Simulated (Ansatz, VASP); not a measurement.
# Ba in VASP and in Ansatz

The input INCAR:

```
SYSTEM = Ba
PREC     = Accurate       ! precision mode
ENCUT    = 520            ! plane-wave cutoff, eV
EDIFF    = 1E-6           ! SCF threshold, eV
ISMEAR   = -1             ! smearing method
SIGMA    = 0.08           ! smearing width, eV
LREAL    = .FALSE.        ! projectors in reciprocal space
LASPH    = .TRUE.         ! aspherical terms in the spheres
NELM     = 60             ! most SCF steps
ALGO     = Normal         ! electronic algorithm
ISIF     = 2              ! what is computed and relaxed
LWAVE    = .FALSE.        ! write WAVECAR
LCHARG   = .FALSE.        ! write CHGCAR
GGA      = PS             ! functional
NBANDS   = 11             ! bands
```

The input KPOINTS:

```
regular mesh
0
G
  12 12 12
  0 0 0
```

POSCAR

```
Ba
1.0
    0.0000000000      2.7994624027      2.7994624027
    2.7994624027      0.0000000000      2.7994624027
    2.7994624027      2.7994624027      0.0000000000
Ba
1
Direct
    0.0000000000      0.0000000000      0.0000000000
```

Input for Ansatz:

```yaml
crystal:
  lattice:
    - [0.0, 2.7994624027, 2.7994624027]
    - [2.7994624027, 0.0, 2.7994624027]
    - [2.7994624027, 2.7994624027, 0.0]
  atoms:
    - { symbol: Ba, position: [0.0, 0.0, 0.0] }
kpoints:
  mp_grid: { grid: [12, 12, 12] }
scf:
  occupations: { method: fermi_dirac, width: 0.08 }
hamiltonian:
  xc: pbesol
  pseudopotentials: { kind: all_electron, lapw: { basis_error: 0.001 } }
output:
  forces: true
  stress: true
  eigenvalues: true
  populations: true
```

Change from the starting cell: volume scaled by 0.75, LAPW.

Alike in both runs: task single point; functional PBEsol; k mesh 12 × 12 × 12; occupations fermi-dirac, width 0.08 eV; no spin polarisation.

|  | VASP | Ansatz |
| --- | --- | --- |
| version | VASP 6.6.1 | Ansatz 0.2.0 |
| potentials or method | VASP PAW PBE potentials, release 64 (Ba_sv), cutoff 520 eV | all-electron LAPW, scalar-relativistic |

|  | VASP | Ansatz | Ansatz less VASP |
| --- | --- | --- | --- |
| pressure (GPa) | 3.6 | 3.3 | -0.33 |

VASP's potentials were made for PBE, not for PBEsol. Ansatz ran all-electron here, and VASP with PAW potentials.

Spin-orbit coupling is off throughout.
